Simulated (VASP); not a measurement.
# C (P-6m2) in VASP: a series of runs

Runs on C. Level: r2SCAN. Tasks: single point.

Everything below comes from runs of VASP 6.6.1. Logs are shortened: lines on timing, memory, paths and dates and some standing lists are left out, and cuts for length are marked.

## 1. The cell of the first run

It takes space group P-6m2 (No. 187, hexagonal). Conventional cell: a = 2.510 Å, b = 2.510 Å, c = 16.261 Å, α = 90.00°, β = 90.00°, γ = 120.00°. C (site symmetry 3m) has 4 C at 1.54 Å within 2.1 Å. Within 2.1 Å of C (site symmetry 3m) lie 4 C at 1.54 Å. C (site symmetry 3m) has 4 C at 1.54 Å within 2.1 Å. Within 2.1 Å of C (site symmetry 3m) lie 4 C at 1.54 Å. Within 2.1 Å of C (site symmetry 3m) lie 4 C at 1.54 to 1.57 Å. C (site symmetry 3m) has 4 C at 1.54 to 1.57 Å within 2.1 Å. Within 1.7 Å of C (site symmetry 3m) lie 4 C at 1.27 to 1.54 Å. Within 2.1 Å of C (site symmetry 3m) lie 4 C at 1.54 to 1.57 Å.

## 2. Single point, r2SCAN (the distance across one plane changed)

Contents of POSCAR:

```
C
1.0
   -2.5098396889      0.0000000000      0.0000000000
   -1.2549198445     -2.1735849300      0.0000000000
    0.0000000000      0.0000000000     16.2606492275
C
16
Direct
    0.0000000000      0.0000000000      0.6838549290
    0.0000000000      0.0000000000      0.1746302050
    0.0000000000      1.0000000000      0.9384672909
    0.0000000000      1.0000000000      0.4292425670
    0.0000000000      0.0000000000      0.8438192428
    0.0000000000      0.0000000000      0.3345945189
    0.0000000000      1.0000000000      0.0799821569
    0.0000000000      1.0000000000      0.5892068808
    0.3333333333      0.3333333333      0.7157134196
    0.3333333333      0.3333333333      0.2064886957
    0.6666666667      0.6666666667      0.9703257816
    0.6666666667      0.6666666667      0.4611010577
    0.3333333333      0.3333333333      0.8119607522
    0.3333333333      0.3333333333      0.3027360282
    0.6666666667      0.6666666667      0.0481236663
    0.6666666667      0.6666666667      0.5573483902
```

Contents of INCAR.step1:

```
SYSTEM = C
ALGO = Normal
EDIFF = 1E-4
ENCUT = 520
GGA = PE
ISMEAR = 0
LASPH = .TRUE.
LCHARG = .FALSE.
LREAL = Auto
LWAVE = .TRUE.
NBANDS = 46
NELM = 60
PREC = Accurate
SIGMA = 0.05
```

Contents of INCAR.step2:

```
SYSTEM = C
ALGO = Normal
EDIFF = 1E-7
ENCUT = 520
ISIF = 2
ISMEAR = 0
ISTART = 1
LASPH = .TRUE.
LCHARG = .FALSE.
LMIXTAU = .TRUE.
LREAL = Auto
LWAVE = .FALSE.
METAGGA = R2SCAN
NBANDS = 46
NELM = 60
PREC = Accurate
SIGMA = 0.05
```

Contents of KPOINTS:

```
k-points
0
G
  10 10 2
  0 0 0
```

Potentials or basis: VASP PAW PBE potentials, release 64 (C).

Started as:

```
$ cat potpaw_PBE.64/C/POTCAR > POTCAR
$ cp INCAR.step1 INCAR
$ mpirun -np 1 vasp_std > vasp.out
$ cp INCAR.step2 INCAR
$ mpirun -np 1 vasp_std > vasp.out
```

OUTCAR:

```text
SYSTEM = C
   EDIFF = 1E-7
   ENCUT = 520
   ISIF = 2
   ISMEAR = 0
   ISTART = 1
   LASPH = .TRUE.
   LREAL = Auto
   METAGGA = R2SCAN
   NELM = 60
   PREC = Accurate

 ion  position               nearest neighbor table
   1  0.000  0.000  0.684-   9 1.54   9 1.54   9 1.54   8 1.54
   2  0.000  0.000  0.175-  10 1.54  10 1.54  10 1.54   7 1.54
   3  0.000  0.000  0.938-  11 1.54  11 1.54  11 1.54   5 1.54
   4  0.000  0.000  0.429-  12 1.54  12 1.54  12 1.54   6 1.54
   5  0.000  0.000  0.844-  13 1.54  13 1.54  13 1.54   3 1.54
   6  0.000  0.000  0.335-  14 1.54  14 1.54  14 1.54   4 1.54
[... 8 lines left out ...]
  15  0.667  0.667  0.048-  11 1.27   7 1.54   7 1.54   7 1.54
  16  0.667  0.667  0.557-   8 1.54   8 1.54   8 1.54  12 1.57

  LATTYP: Found a hexagonal cell.
 ALAT       =     2.5098396889
 C/A-ratio  =     6.4787600974

  Lattice vectors:

 A1 = (   1.2549198445,   2.1735849300,   0.0000000000)
 A2 = (  -2.5098396889,   0.0000000000,   0.0000000000)
 A3 = (   0.0000000000,   0.0000000000,  16.2606492275)

Analysis of symmetry for initial positions (statically):
=====================================================================
 Subroutine PRICEL returns:
 Original cell was already a primitive cell.

 Routine SETGRP: Setting up the symmetry group for a
 hexagonal supercell.

 Subroutine GETGRP returns: Found 12 space group operations
 (whereof  6 operations were pure point group operations)
 out of a pool of 24 trial point group operations.

The static configuration has the point symmetry C_3v.
 The point group associated with its full space group is D_3h.

Analysis of symmetry for dynamics (positions and initial velocities):
=====================================================================
 Subroutine PRICEL returns:
 Original cell was already a primitive cell.

 Routine SETGRP: Setting up the symmetry group for a
 hexagonal supercell.

 Subroutine GETGRP returns: Found 12 space group operations
 (whereof  6 operations were pure point group operations)
 out of a pool of 24 trial point group operations.

The dynamic configuration has the point symmetry C_3v.
 The point group associated with its full space group is D_3h.

 Subroutine INISYM returns: Found 12 space group operations
 (whereof  6 operations are pure point group operations),
 and found     1 'primitive' translations

[... 127 lines left out ...]
   NFREE  =      0    steps in history (QN), initial steepest desc. (CG)
   ISIF   =      2    stress and relaxation
   ISYM   =      2    0-nonsym 1-usesym 2-fastsym
   POTIM  = 0.5000    time-step for ionic-motion
   TEBEG  =    0.0;   TEEND  =   0.0 temperature during run
   PSTRESS=    0.0 pullay stress
   NELECT =      64.0000    total number of electrons
   NUPDOWN=      -1.0000    fix difference up-down
   EMIN   =  10.00;   EMAX   =-10.00  energy-range for DOS
   EFERMI =   0.00;   METHOD = LEGACY
   ISMEAR =     0;   SIGMA  =   0.05  broadening in eV -4-tet -1-fermi 0-gaus
   EFERMI_NEDOS =   21; number of points for ismear=-14 and -15
   IALGO  =     38    algorithm
   IMIX   =      4    mixing-type and parameters
     AMIX     =   0.40;   BMIX     =  1.00
     AMIX_MAG =   1.60;   BMIX_MAG =  1.00
  volume/ion in A,a.u.               =       5.54        37.41
  Fermi-wavevector in a.u.,A,eV,Ry     =   1.468300  2.774684 29.332848  2.155904
  Thomas-Fermi vector in A             =   2.583814
   LORBIT       =      0    0 simple, 1 ext, 2 COOP (PROOUT), +10 PAW based schemes
   METAGGA = R2SCAN    functional components
   LHFCALC =     F    Hartree Fock is set to
   AEXX    =    0.0000 exact exchange contribution
   IVDW    =     0    specifies the selected vdW correction
   LEPSILON=     F    determine dielectric tensor
   LRPA    =     F    only Hartree local field effects (RPA)
 non-spin polarized calculation
 Gauss-broadening in eV      SIGMA  =   0.05
  energy-cutoff  :      520.00
  volume of cell :       88.71
 maximum number of plane-waves:      2413
   NGX =  9   NGY =  9   NGZ = 61

 number of electron      64.0000000 magnetization

 Free energy of the ion-electron system (eV)
  ---------------------------------------------------
  ext. energy  EPLUGINS =         0.00000000
  ---------------------------------------------------
  free energy    TOTEN  =      -155.15203085 eV

  energy without entropy =     -155.15203085  energy(sigma->0) =     -155.15203085

 E-fermi :  10.5951     XC(G=0): -14.3704

 val. band max:       10.3717464484   @ k =   0.0000   0.0000   0.0000
 cond. band min:      14.2038869101   @ k =   0.5000   0.0000   0.0000
 fundamental gap:      3.8321404617
 Fermi energy:        10.5951483057

 k-point     1 :       0.0000    0.0000    0.0000
  band No.  band energies     occupation
      1     -13.8313      2.00000
      2     -12.5185      2.00000
      3     -12.2497      2.00000
      4     -11.2080      2.00000
      5     -10.9543      2.00000
      6      -9.0572      2.00000
[... 1117 lines left out ...]
     43      18.9745      0.00000
     44      19.7038      0.00000

 [... further k-points ...]

 [bands above 44 left out]

------------------------ aborting loop because EDIFF is reached ----------------------------------------

  FORCE on cell =-STRESS in cart. coord.  units (eV):
  Direction    XX          YY          ZZ          XY          YZ          ZX
  --------------------------------------------------------------------------------------
  -------------------------------------------------------------------------------------
  Total        0.5863264      0.5863264     25.2890481      0.0000000      0.0000000      0.0000000
  in kB       10.5898431     10.5898431    456.7542394      0.0000000      0.0000000      0.0000000
  external PRESSURE =     159.3113085 kB  Pullay stress =       0.0000000 kB

 VOLUME and BASIS-vectors are now :
 -----------------------------------------------------------------------------
  energy-cutoff  :      520.00
  volume of cell :       88.71
      direct lattice vectors                 reciprocal lattice vectors
    -2.509839689  0.000000000  0.000000000    -0.398431822  0.230034720  0.000000000
    -1.254919845 -2.173584930  0.000000000     0.000000000 -0.460069439  0.000000000
     0.000000000  0.000000000 16.260649228     0.000000000  0.000000000  0.061498160

 POSITION                                       TOTAL-FORCE (eV/Angst)
 -----------------------------------------------------------------------------------
      0.00000      0.00000     11.11993         0.000000      0.000000     -0.003483
      0.00000      0.00000      2.83960         0.000000     -0.000000     -0.053845
      0.00000      0.00000     15.26009         0.000000     -0.000000     -3.366828
      0.00000      0.00000      6.97976         0.000000     -0.000000      0.018611
      0.00000      0.00000     13.72105         0.000000     -0.000000      0.053845
      0.00000      0.00000      5.44072         0.000000      0.000000      0.003483
[... 8 lines left out ...]
     -2.50984     -1.44906      0.78252        -0.000000      0.000000     13.526090
     -2.50984     -1.44906      9.06285        -0.000000      0.000000     -0.002475
 -----------------------------------------------------------------------------------
    total drift:                               -0.000000     -0.000000      0.000015

  FREE ENERGIE OF THE ION-ELECTRON SYSTEM (eV)
  ---------------------------------------------------
  free  energy   TOTEN  =      -155.1520308525 eV

  energy  without entropy=     -155.1520308525  energy(sigma->0) =     -155.15203085
```

It took 18 min on 1 thread of Intel Xeon 8259CL, shared host; peak memory 0.26 GiB.

What came out:

```yaml
Free_energy: -155.1520 eV
Pressure: 15.9 GPa
Largest_force: 13.526 eV/Å
Band_gap_on_the_k_mesh: 3.83 eV (least direct gap 4.68 eV)
```

Forces in eV/Å, atoms in the order of the input:
```
C     0.000   0.000  -0.003
C     0.000   0.000  -0.054
C     0.000   0.000  -3.367
C     0.000   0.000   0.019
C     0.000   0.000   0.054
C     0.000   0.000   0.003
C     0.000   0.000   3.367
C     0.000   0.000  -0.019
C     0.000   0.000   0.010
C     0.000   0.000   0.041
C     0.000   0.000 -13.526
C     0.000   0.000   0.002
C     0.000   0.000  -0.041
C     0.000   0.000  -0.010
C     0.000   0.000  13.526
C     0.000   0.000  -0.002
```

Levels at points of the mesh, in eV from the valence-band top:
```csv
k point,band 30,band 31,band 32,band 33,band 34,band 35
"(0.00, 0.00, 0.00)",-0.70,0.00,0.00,4.68,4.68,5.83
"(0.50, 0.00, 0.00)",-4.17,-3.91,-3.15,3.83,4.84,5.07
"(0.00, 0.00, 0.50)",-0.40,-0.12,-0.12,4.72,4.72,5.65
"(0.50, 0.00, 0.50)",-4.39,-3.56,-3.27,3.83,4.78,5.26
```

Caveat: the cell differs from its parent crystal (the distance across one plane changed); the cell stands under pressure; the PAW data sets were made with another functional, which shifts forces and pressure a little.

## 3. Single point, r2SCAN (the distance across one plane changed)

Contents of POSCAR:

```
C
1.0
   -2.5098396889      0.0000000000      0.0000000000
   -1.2549198445     -2.1735849300      0.0000000000
    0.0000000000      0.0000000000     16.8106492275
C
16
Direct
    0.0000000000      0.0000000000      0.6614810036
    0.0000000000      0.0000000000      0.1689167664
    0.0000000000      1.0000000000      0.9077631222
    0.0000000000      1.0000000000      0.4151988850
    0.0000000000      0.0000000000      0.8162117080
    0.0000000000      0.0000000000      0.3236474708
    0.0000000000      1.0000000000      0.0773653522
    0.0000000000      1.0000000000      0.5699295894
    0.3333333333      0.3333333333      0.6922971687
    0.3333333333      0.3333333333      0.1997329315
    0.6666666667      0.6666666667      0.9385792873
    0.6666666667      0.6666666667      0.4460150501
    0.3333333333      0.3333333333      0.7853955430
    0.3333333333      0.3333333333      0.2928313057
    0.6666666667      0.6666666667      0.0465491871
    0.6666666667      0.6666666667      0.5391134243
```

Contents of INCAR.step1:

```
SYSTEM = C
PREC = Accurate
ENCUT = 520
ISMEAR = 0
SIGMA = 0.05
LREAL = Auto
LASPH = .TRUE.
NELM = 80
NBANDS = 46
GGA = PE
ALGO = Normal
EDIFF = 1E-4
LWAVE = .TRUE.
LCHARG = .FALSE.
```

Contents of INCAR.step2:

```
SYSTEM = C
PREC = Accurate
ENCUT = 520
EDIFF = 1E-7
ISMEAR = 0
SIGMA = 0.05
LREAL = Auto
LASPH = .TRUE.
NELM = 80
ALGO = Normal
ISIF = 2
LWAVE = .FALSE.
LCHARG = .TRUE.
METAGGA = R2SCAN
LMIXTAU = .TRUE.
LELF = .TRUE.
LVHAR = .TRUE.
NBANDS = 46
ISTART = 1
```

Contents of KPOINTS:

```
regular mesh
0
G
  10 10 2
  0 0 0
```

Potentials or basis: VASP PAW PBE potentials, release 64 (C).

Started as:

```
$ cat potpaw_PBE.64/C/POTCAR > POTCAR
$ cp INCAR.step1 INCAR
$ mpirun -np 1 vasp_std > vasp.out
$ cp INCAR.step2 INCAR
$ mpirun -np 1 vasp_std > vasp.out
```

It took 17 min on 1 thread of Intel Xeon 8259CL, shared host; peak memory 0.26 GiB.

Results (log left out):

```
Free energy            : -156.6028 eV
Pressure               : -3.1 GPa
Largest force          : 1.805 eV/Å
Band gap on the k mesh : 4.71 eV
```

Forces in eV/Å, atoms in the order of the input:
```
C    0.000  0.000 -0.005
C    0.000  0.000  0.114
C    0.000  0.000  1.548
C    0.000  0.000 -0.004
C    0.000  0.000 -0.114
C    0.000  0.000  0.005
C    0.000  0.000 -1.548
C    0.000  0.000  0.004
C    0.000  0.000  0.011
C    0.000  0.000 -0.013
C    0.000  0.000  1.805
C    0.000  0.000  0.013
C    0.000  0.000  0.013
C    0.000  0.000 -0.011
C    0.000  0.000 -1.805
C    0.000  0.000 -0.013
```

Stress tensor (GPa, compression positive):
```
  1.05   0.00   0.00
  0.00   1.05   0.00
  0.00   0.00 -11.44
```

Levels at points of the mesh, in eV from the valence-band top:
```
           k point  band 28  band 29  band 30  band 31  band 32  band 33  band 34  band 35  band 36  band 37
(0.00, 0.00, 0.00)    -0.54    -0.54    -0.06     0.00     0.00     4.91     5.72     5.72     6.38     6.38
(0.50, 0.00, 0.00)    -4.64    -3.93    -3.75    -3.47    -3.17     4.97     5.05     5.54     5.54     5.96
(0.00, 0.00, 0.50)    -0.75    -0.23    -0.23    -0.12    -0.12     5.11     5.81     5.81     6.13     6.13
(0.50, 0.00, 0.50)    -4.34    -4.24    -3.62    -3.41    -3.30     4.90     5.19     5.33     5.87     6.04
```

Caveat: the cell differs from its parent crystal (the distance across one plane changed); the cell stands under tension; the PAW data sets were made with another functional, which shifts forces and pressure a little. A k mesh can miss the band edges.
